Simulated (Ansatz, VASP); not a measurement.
# Two plane-wave programs on LiCl

```
Li Cl
1.0
     6.78227    0.00000    0.00000
     0.00000    6.78227    0.00000
     0.00000    0.00000    6.78227
Li Cl
6 6
Direct
  0.75000 0.50000 0.00000
  0.50000 0.00000 0.75000
  0.00000 0.75000 0.50000
  0.00000 0.25000 0.50000
  0.25000 0.50000 0.00000
  0.50000 0.00000 0.25000
  0.50000 0.75000 0.00000
  0.75000 0.00000 0.50000
  0.00000 0.50000 0.75000
  0.25000 0.00000 0.50000
  0.00000 0.50000 0.25000
  0.50000 0.25000 0.00000
```

Alike in both runs: functional PBE; k mesh 4 × 4 × 4; occupations gaussian, width 0.02 eV; no spin polarisation.

Ansatz relaxed the structure, and its values are those at the end. VASP's run is a single point on that final structure, the one shown.

|  | VASP | Ansatz |
| --- | --- | --- |
| version | VASP 6.6.1 | Ansatz 0.2.0 |
| potentials or method | VASP PAW PBE potentials, release 64 (Li_sv, Cl), cutoff 520 eV | scalar-relativistic, plane waves, PAW |
| valence electrons in the cell | 60 | 60 |

|  | VASP | Ansatz | Ansatz less VASP |
| --- | --- | --- | --- |
| gap on the k mesh at the Fermi level (eV) | 5.36 | 5.36 | -0.002 |
| least direct gap on the mesh (eV) | 5.36 | 5.36 | -0.002 |

The functional is the same, so the differences come from potentials, cutoffs and numerics. Ansatz's warnings: xc potential rough in thin density.

Noted on VASP's run: the cutoff is under 1.25 times that of the potentials, so the pressure is a little rough.
